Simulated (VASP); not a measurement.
Wanted: the native input for a VASP 6.6.1 run.

* Task: single point
* Functional: PBEsol
* Potentials or basis: VASP PAW PBE potentials, release 64 (Al)
* Cutoff: 520 eV
* k mesh: 10 × 10 × 10
* Occupations: fermi-dirac, width 0.05 eV
* Spin: no spin polarisation
* Dipole correction: no
* Further INCAR settings: ALGO = Normal; EDIFF = 1e-06; NBANDS = 8

The structure of Al lies in POSCAR:

```
Al
1.0
    0.0000000000      2.0056412762      2.0056412762
    2.0056412762      0.0000000000      2.0056412762
    2.0056412762      2.0056412762      0.0000000000
Al
1
Direct
    0.0000000000      0.0000000000      0.0000000000
```

One way to write it, as run:

INCAR

```
SYSTEM = Al
PREC = Accurate
ENCUT = 520
EDIFF = 1E-6
ISMEAR = -1
SIGMA = 0.05
LREAL = .FALSE.
LASPH = .TRUE.
NELM = 100
ALGO = Normal
ISIF = 2
LWAVE = .FALSE.
LCHARG = .TRUE.
GGA = PS
LELF = .TRUE.
LVHAR = .TRUE.
NBANDS = 8
```

KPOINTS

```
regular mesh
0
G
  10 10 10
  0 0 0
```

Potentials or basis: VASP PAW PBE potentials, release 64 (Al).

The run is started by

```bash
$ cat potpaw_PBE.64/Al/POTCAR > POTCAR
$ mpirun -np 1 vasp_std > vasp.out
```

It gave:

The pressure is 0.1 GPa.

Caveat: the PAW data sets were made with another functional, which shifts forces and pressure a little.

It took 2.3 s on 1 thread of Intel(R) Xeon(R) 6975P-C (Granite Rapids), on a shared host, peak memory 0.13 GiB.
